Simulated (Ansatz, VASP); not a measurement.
## Ta2N in VASP and in Ansatz

File INCAR:

```
PREC     = Accurate       # precision mode
ENCUT    = 520            # plane-wave cutoff, eV
EDIFF    = 1E-6           # SCF threshold, eV
ISMEAR   = 0              # smearing method
SIGMA    = 0.15           # smearing width, eV
LREAL    = False          # projectors in reciprocal space
LASPH    = True           # aspherical terms in the spheres
NELM     = 60             # most SCF steps
ALGO     = Normal         # electronic algorithm
ISIF     = 2              # what is computed and relaxed
LWAVE    = False          # write WAVECAR
LCHARG   = False          # write CHGCAR
GGA      = PE             # functional
NBANDS   = 50             # bands
```

KPOINTS

```
Automatic mesh
0
Gamma
  9 9 8
```

POSCAR

```
Ta2N
1.0
    5.4248118751      0.0000000000      0.0000000000
   -2.7124059375      4.6980248946      0.0000000000
    0.0000000000      0.0000000000      4.7553900897
Ta N
6 3
Direct
    0.6200274626      0.6200274626      0.7528547364
    0.0000000000      0.3799725374      0.7528547364
    0.3799725374      0.0000000000      0.7528547364
    0.3799725374      0.3799725374      0.2471452636
    0.0000000000      0.6200274626      0.2471452636
    0.6200274626      0.0000000000      0.2471452636
    0.6666666667      0.3333333333      0.5000000000
    0.3333333333      0.6666666667      0.5000000000
    0.0000000000      0.0000000000      0.0000000000
```

Input for Ansatz:

```yaml
crystal:
  lattice:
    - [5.4248118751, 0.0, 0.0]
    - [-2.7124059375, 4.6980248946, 0.0]
    - [0.0, 0.0, 4.7553900897]
  atoms:
    - { symbol: Ta, position: [0.6200274626, 0.6200274626, 0.7528547364] }
    - { symbol: Ta, position: [0.0, 0.3799725374, 0.7528547364] }
    - { symbol: Ta, position: [0.3799725374, 0.0, 0.7528547364] }
    - { symbol: Ta, position: [0.3799725374, 0.3799725374, 0.2471452636] }
    - { symbol: Ta, position: [0.0, 0.6200274626, 0.2471452636] }
    - { symbol: Ta, position: [0.6200274626, 0.0, 0.2471452636] }
    - { symbol: "N", position: [0.6666666667, 0.3333333333, 0.5] }
    - { symbol: "N", position: [0.3333333333, 0.6666666667, 0.5] }
    - { symbol: "N", position: [0.0, 0.0, 0.0] }
basis:
  ecutwfc: 520.0
kpoints:
  mp_grid: { grid: [9, 9, 8] }
hamiltonian:
  xc: pbe
  pseudopotentials: { kind: paw, azcp: { folder: soft_1 } }
scf:
  occupations: { method: gaussian, width: 0.15 }
output:
  forces: true
  stress: true
  eigenvalues: true
```

Alike in both runs: task single point; functional PBE; k mesh 9 × 9 × 8; occupations gaussian, width 0.15 eV; no spin polarisation.

|  | VASP | Ansatz |
| --- | --- | --- |
| version | VASP 6.6.1 | Ansatz 0.2.0 |
| potentials or method | VASP PAW PBE potentials, release 64 (Ta_pv, N), cutoff 520 eV | scalar-relativistic, plane waves, PAW |
| valence electrons in the cell | 81 | 93 |

```csv
,VASP,Ansatz,Ansatz less VASP
gap on the k mesh at the Fermi level (eV),none,none,-
pressure (GPa),17.0,16.5,-0.58
"traceless stress, the component that is largest in VASP (GPa)",10.29,10.34,+0.049
rms of the force components (eV/Å),2.730,2.720,-0.0099
```

Atom by atom the forces differ by 0.021 eV/Å (rms over components). A gap of «none» marks a metal or a gap that the smearing closes. VASP's potentials hold 81 valence electrons a cell and Ansatz's 93, so a difference there can come from the potentials and not from the codes.

Neither program's run includes spin-orbit coupling.
